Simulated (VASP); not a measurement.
A run of VASP 6.6.1:

File INCAR:

```
SYSTEM = Pt
PREC = Accurate ; ENCUT = 520
EDIFF = 1E-6 ; ISMEAR = -1
SIGMA = 0.08 ; LREAL = .FALSE.
LASPH = .TRUE. ; NELM = 60
ALGO = Normal ; ISIF = 2
LWAVE = .FALSE. ; LCHARG = .FALSE.
LDIPOL = .TRUE. ; IDIPOL = 3
DIPOL = 0.5 0.5 0.500 ; GGA = PE
NBANDS = 33
```

File KPOINTS:

```
Automatic mesh
0
G
  12 12 1
  0 0 0
```

File POSCAR:

```
Pt
1.0
    2.8080030018      0.0000000000      0.0000000000
    0.0000000000      2.8080030018      0.0000000000
    0.0000000000      0.0000000000     23.9422000000
Pt
5
Direct
    0.0000000000      0.0000000000      0.3366330712
    0.5000000000      0.5000000000      0.4175861933
    0.0000000000      0.0000000000      0.5000000008
    0.5000000000      0.5000000000      0.5824138035
    0.0000000000      0.0000000000      0.6633669312
```

Potentials or basis: VASP PAW PBE potentials, release 64 (Pt).

Launch:

```bash
$ cat potpaw_PBE.64/Pt/POTCAR > POTCAR
$ mpirun -np 1 vasp_std > vasp.out
```

Hardware: 1 thread of Intel(R) Xeon(R) 6975P-C (Granite Rapids), with other jobs on the host.

Task: How long does it take, and how much memory?

Result: Wall time 2.5 min on 1 thread of Intel(R) Xeon(R) 6975P-C (Granite Rapids), on a shared host, peak memory 0.37 GiB. Counts: scf iterations 25, k points 28.
